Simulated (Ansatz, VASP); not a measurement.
HfOs: VASP beside Ansatz

```xyz
2
Lattice="3.2390 0.0000 0.0000 0.0000 3.2390 0.0000 0.0000 0.0000 3.2390" Properties=species:S:1:pos:R:3 pbc="T T T"
Hf    0.0000    0.0000    0.0000
Os    1.6195    1.6195    1.6195
```

Alike in both runs: task relaxation of cell and atoms; functional LDA; k mesh 7 × 7 × 7; occupations fermi-dirac, width 0.15 eV; no spin polarisation.

|  | VASP | Ansatz |
| --- | --- | --- |
| version | VASP 6.6.1 | Ansatz 0.2.0 |
| potentials or method | VASP PAW LDA potentials, release 64 (Hf_pv, Os), cutoff 600 eV | plane waves, PAW |
| valence electrons in the cell | 18 | 42 |

Ansatz gave:

| Property | Result |
| --- | --- |
| relaxed volume (Å³/atom) | 16.41 |
| relaxed length of the cell vector where the two differ most in proportion (Å) | 3.202 |

Q: What did VASP give for the same quantities?

A: Relaxed volume (Å³/atom): 16.41; relaxed length of the cell vector where the two differ most in proportion (Å): 3.201.

LDA's correlation is that of Perdew and Zunger in VASP and of Perdew and Wang (1992) in Ansatz. VASP's potentials hold 18 valence electrons a cell and Ansatz's 42, so a difference there can come from the potentials and not from the codes.

Neither program's run includes spin-orbit coupling.
